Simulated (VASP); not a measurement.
# AlRh (Pm-3m) in VASP: single point with LDA

Aim: the single point of AlRh with LDA.

All numbers are computed with VASP 6.6.1; they aren't measurements. Logs are shortened: lines on timing, memory, paths and dates and some standing lists are left out, and cuts for length are marked.

**1. The cell of the first run**

The structure is cubic, space group Pm-3m (No. 221). The conventional cell has a = 2.977 Å, b = 2.977 Å, c = 2.977 Å, α = 90.00°, β = 90.00°, γ = 90.00°. Within 3.4 Å of Al (site symmetry m-3m) lie 8 Rh at 2.58 Å and 6 Al at 2.98 Å. Rh (site symmetry m-3m) has 8 Al at 2.58 Å and 6 Rh at 2.98 Å within 3.4 Å.

**2. Single point, LDA**

INCAR

```
SYSTEM = AlRh
PREC     = Accurate       ! precision mode
ENCUT    = 520            ! plane-wave cutoff, eV
EDIFF    = 1E-7           ! SCF threshold, eV
ISMEAR   = 0              ! smearing method
SIGMA    = 0.15           ! smearing width, eV
LREAL    = .FALSE.        ! projectors in reciprocal space
LASPH    = .TRUE.         ! aspherical terms in the spheres
NELM     = 60             ! most SCF steps
ALGO     = Normal         ! electronic algorithm
ISIF     = 2              ! what is computed and relaxed
LWAVE    = .FALSE.        ! write WAVECAR
LCHARG   = .TRUE.         ! write CHGCAR
GGA      = CA             ! functional
LELF     = .TRUE.         ! ELF
LVHAR    = .TRUE.       
NBANDS   = 16             ! bands
```

KPOINTS

```
Automatic mesh
0
G
  16 16 16
  0 0 0
```

POSCAR

```
AlRh
1.0
    2.9773224700      0.0000000000      0.0000000000
    0.0000000000      2.9773224700      0.0000000000
    0.0000000000      0.0000000000      2.9773224700
Al Rh
1 1
Direct
    0.0000000000      0.0000000000      0.0000000000
    0.5000000000      0.5000000000      0.5000000000
```

Potentials or basis: VASP PAW LDA potentials, release 64 (Al, Rh_pv).

On the command line:

```sh
> cat potpaw_LDA.64/Al/POTCAR potpaw_LDA.64/Rh_pv/POTCAR > POTCAR
> mpirun -np 1 vasp_std > vasp.out
```

OUTCAR:

```text
SYSTEM = AlRh
   PREC = Accurate
   ENCUT = 520
   EDIFF = 1E-7
   ISMEAR = 0
   LREAL = .FALSE.
   LASPH = .TRUE.
   NELM = 60
   ISIF = 2
   GGA = CA

 ion  position               nearest neighbor table
   1  0.000  0.000  0.000-   2 2.58   2 2.58   2 2.58   2 2.58   2 2.58   2 2.58   2 2.58   2 2.58

   2  0.500  0.500  0.500-   1 2.58   1 2.58   1 2.58   1 2.58   1 2.58   1 2.58   1 2.58   1 2.58

  LATTYP: Found a simple cubic cell.
 ALAT       =     2.9773224700

  Lattice vectors:

 A1 = (   2.9773224700,   0.0000000000,   0.0000000000)
 A2 = (   0.0000000000,   2.9773224700,   0.0000000000)
 A3 = (   0.0000000000,   0.0000000000,   2.9773224700)

Analysis of symmetry for initial positions (statically):
=====================================================================
 Subroutine PRICEL returns:
 Original cell was already a primitive cell.

 Routine SETGRP: Setting up the symmetry group for a
 simple cubic supercell.

 Subroutine GETGRP returns: Found 48 space group operations
 (whereof 48 operations were pure point group operations)
 out of a pool of 48 trial point group operations.

The static configuration has the point symmetry O_h .

Analysis of symmetry for dynamics (positions and initial velocities):
=====================================================================
 Subroutine PRICEL returns:
 Original cell was already a primitive cell.

 Routine SETGRP: Setting up the symmetry group for a
 simple cubic supercell.

 Subroutine GETGRP returns: Found 48 space group operations
 (whereof 48 operations were pure point group operations)
 out of a pool of 48 trial point group operations.

The dynamic configuration has the point symmetry O_h .

 Subroutine INISYM returns: Found 48 space group operations
 (whereof 48 operations are pure point group operations),
 and found     1 'primitive' translations

----------------------------------------------------------------------------------------

                                     Primitive cell

  volume of cell :      26.3923

  direct lattice vectors                    reciprocal lattice vectors
     2.977322470  0.000000000  0.000000000     0.335872251  0.000000000  0.000000000
     0.000000000  2.977322470  0.000000000     0.000000000  0.335872251  0.000000000
     0.000000000  0.000000000  2.977322470     0.000000000  0.000000000  0.335872251

  length of vectors
     2.977322470  2.977322470  2.977322470     0.335872251  0.335872251  0.335872251

  position of ions in fractional coordinates (direct lattice)
     0.000000000  0.000000000  0.000000000
     0.500000000  0.500000000  0.500000000

[... 73 lines left out ...]
   LASPH  =      T    aspherical Exc in radial PAW
   ENCUT  =  520.0 eV  38.22 Ry    6.18 a.u.   5.54  5.54  5.54*2*pi/ulx,y,z
   NELM   =     60;   NELMIN=  2; NELMDL= -5     # of ELM steps
   EDIFF  = 0.1E-06   stopping-criterion for ELM
   LREAL  =      F    real-space projection
   EDIFFG = 0.1E-05   stopping-criterion for IOM
   NSW    =      0    number of steps for IOM
   IBRION =     -1    ionic relax: 0-MD 1-quasi-New 2-CG
   NFREE  =      0    steps in history (QN), initial steepest desc. (CG)
   ISIF   =      2    stress and relaxation
   ISYM   =      2    0-nonsym 1-usesym 2-fastsym
   POTIM  = 0.5000    time-step for ionic-motion
   TEBEG  =    0.0;   TEEND  =   0.0 temperature during run
   PSTRESS=    0.0 pullay stress
   NELECT =      18.0000    total number of electrons
   NUPDOWN=      -1.0000    fix difference up-down
   EMIN   =  10.00;   EMAX   =-10.00  energy-range for DOS
   EFERMI =   0.00;   METHOD = LEGACY
   ISMEAR =     0;   SIGMA  =   0.15  broadening in eV -4-tet -1-fermi 0-gaus
   EFERMI_NEDOS =   21; number of points for ismear=-14 and -15
   IALGO  =     38    algorithm
   IMIX   =      4    mixing-type and parameters
     AMIX     =   0.40;   BMIX     =  1.00
     AMIX_MAG =   1.60;   BMIX_MAG =  1.00
  volume/ion in A,a.u.               =      13.20        89.05
  Fermi-wavevector in a.u.,A,eV,Ry     =   1.441030  2.723152 28.253429  2.076568
  Thomas-Fermi vector in A             =   2.559708
   LORBIT       =      0    0 simple, 1 ext, 2 COOP (PROOUT), +10 PAW based schemes
   GGA     = CA    functional components
   LHFCALC =     F    Hartree Fock is set to
   AEXX    =    0.0000 exact exchange contribution
   IVDW    =     0    specifies the selected vdW correction
   LEPSILON=     F    determine dielectric tensor
   LRPA    =     F    only Hartree local field effects (RPA)
 non-spin polarized calculation
 Gauss-broadening in eV      SIGMA  =   0.15
  energy-cutoff  :      520.00
  volume of cell :       26.39
 maximum number of plane-waves:       739
 NGX is ok and might be reduce to    24
   NGX = 11   NGY = 11   NGZ = 11

 number of electron      17.9999996 magnetization

 Free energy of the ion-electron system (eV)
  ---------------------------------------------------
  ext. energy  EPLUGINS =         0.00000000
  ---------------------------------------------------
  free energy    TOTEN  =       -15.09462270 eV

  energy without entropy =      -15.08885220  energy(sigma->0) =      -15.09173745

 E-fermi :  11.4799     XC(G=0): -12.8859

 val. band max:       11.4788389119   @ k =   0.5000   0.3750   0.1250
 cond. band min:      11.4804340483   @ k =   0.5000   0.3750   0.2500
 fundamental gap:      0.0015951364
 Fermi energy:        11.4799260605

 k-point     1 :       0.0000    0.0000    0.0000
  band No.  band energies     occupation
      1     -35.0669      2.00000
      2     -35.0669      2.00000
      3     -35.0669      2.00000
      4       0.6087      2.00000
      5       6.4596      2.00000
      6       6.4596      2.00000
[... 433 lines left out ...]
      3     -35.0524      2.00000
      4       4.7064      2.00000
      5       4.7351      2.00000
      6       7.2996      2.00000
[... 8 lines left out ...]
     15      22.5412      0.00000
     16      25.5765      0.00000

 [... further k-points ...]
[... 5 lines left out ...]
  --------------------------------------------------------------------------------------
  -------------------------------------------------------------------------------------
  Total       -0.9075745     -0.9075745     -0.9075745     -0.0000000     -0.0000000     -0.0000000
  in kB      -55.0953867    -55.0953867    -55.0953867     -0.0000000     -0.0000000     -0.0000000
  external PRESSURE =     -55.0953867 kB  Pullay stress =       0.0000000 kB

 VOLUME and BASIS-vectors are now :
 -----------------------------------------------------------------------------
  energy-cutoff  :      520.00
  volume of cell :       26.39
      direct lattice vectors                 reciprocal lattice vectors
     2.977322470  0.000000000  0.000000000     0.335872251  0.000000000  0.000000000
     0.000000000  2.977322470  0.000000000     0.000000000  0.335872251  0.000000000
     0.000000000  0.000000000  2.977322470     0.000000000  0.000000000  0.335872251

 POSITION                                       TOTAL-FORCE (eV/Angst)
 -----------------------------------------------------------------------------------
      0.00000      0.00000      0.00000         0.000000      0.000000      0.000000
      1.48866      1.48866      1.48866         0.000000      0.000000      0.000000
 -----------------------------------------------------------------------------------
    total drift:                                0.000000     -0.000000     -0.000000

  FREE ENERGIE OF THE ION-ELECTRON SYSTEM (eV)
  ---------------------------------------------------
  free  energy   TOTEN  =       -15.0946227019 eV

  energy  without entropy=      -15.0888522038  energy(sigma->0) =      -15.09173745
```

OSZICAR:

```text
N       E                     dE             d eps       ncg     rms          rms(c)
DAV:   1     0.131726403328E+03    0.13173E+03   -0.10641E+04  5440   0.112E+03
DAV:   2    -0.134021796005E+02   -0.14513E+03   -0.13892E+03  5952   0.320E+02
DAV:   3    -0.156307001549E+02   -0.22285E+01   -0.22252E+01  6616   0.426E+01
DAV:   4    -0.156453009266E+02   -0.14601E-01   -0.14600E-01  6248   0.362E+00
DAV:   5    -0.156455270487E+02   -0.22612E-03   -0.22612E-03  6560   0.444E-01    0.103E+01
DAV:   6    -0.152223500916E+02    0.42318E+00   -0.20595E+00  5560   0.166E+01    0.254E+00
DAV:   7    -0.151167937138E+02    0.10556E+00   -0.23807E-01  5624   0.600E+00    0.215E+00
DAV:   8    -0.150949361233E+02    0.21858E-01   -0.22215E-02  6248   0.104E+00    0.248E-01
DAV:   9    -0.150946573791E+02    0.27874E-03   -0.44989E-04  6704   0.160E-01    0.125E-01
DAV:  10    -0.150946233304E+02    0.34049E-04   -0.39916E-05  6208   0.746E-02    0.934E-03
DAV:  11    -0.150946228762E+02    0.45421E-06   -0.96562E-07  6840   0.110E-02    0.456E-03
DAV:  12    -0.150946227017E+02    0.17451E-06   -0.13801E-07  4352   0.419E-03    0.399E-04
DAV:  13    -0.150946227019E+02   -0.24011E-09   -0.63504E-09  3256   0.752E-04
   1 F= -.15094623E+02 E0= -.15091737E+02  d E =-.577050E-02
```

stdout:

```text
POSCAR found type information on POSCAR AlRh
 POSCAR found :  2 types and       2 ions
 scaLAPACK will be used
 LDA part: xc-table for (Slater(with rela. corr.)+CA(PZ))
 , standard interpolation
 POSCAR, INCAR and KPOINTS ok, starting setup
 FFT: planning ... GRIDC
 FFT: planning ... GRID_SOFT
 FFT: planning ... GRID
 WAVECAR not read
 entering main loop
```

Wall time 30 s (1 thread of Intel Xeon 6975P-C, shared host); peak memory 0.18 GiB.

Results:

| Item | Value |
| --- | --- |
| Free energy | -15.0946 eV |
| Pressure | -5.5 GPa |
| Band gap on the k mesh | zero (band 9 reaches 13.45 eV, above the bottom of band 10 at 10.90 eV) |
